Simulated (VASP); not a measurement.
SiO2, 6 atoms in the cell. It takes space group P4_2/mnm (No. 136, tetragonal). Conventional cell: a = 4.082 Å, b = 4.082 Å, c = 2.637 Å, α = 90.00°, β = 90.00°, γ = 90.00°. Si (site symmetry mmm) has 6 O at 1.74 to 1.75 Å within 2.3 Å. Within 2.3 Å of O (site symmetry m2m) lie 3 Si at 1.74 to 1.75 Å and 1 O at 2.27 Å. 

- Program: VASP 6.6.1
- Task: single point
- Functional: PBE
- Potentials or basis: VASP PAW PBE potentials, release 64 (Si, O)
- Cutoff: 520 eV
- k mesh: 6 × 6 × 8
- Occupations: gaussian, width 0.02 eV
- Spin: no spin polarisation
- Dipole correction: no
- Further INCAR settings: ALGO = Normal; EDIFF = 1e-06; NBANDS = 25

Potentials or basis: VASP PAW PBE potentials, release 64 (Si, O).

Command:

```bash
$ cat potpaw_PBE.64/Si/POTCAR potpaw_PBE.64/O/POTCAR > POTCAR
$ mpirun -np 1 vasp_std > vasp.out
```

Hardware: 1 thread of Intel Xeon 8259CL, on a shared host.

Task: Estimate the wall time of this run.

Result: It took 100 s on 1 thread of Intel Xeon 8259CL, on a shared host, peak memory 0.17 GiB. Counts: scf iterations 12, k points 50.
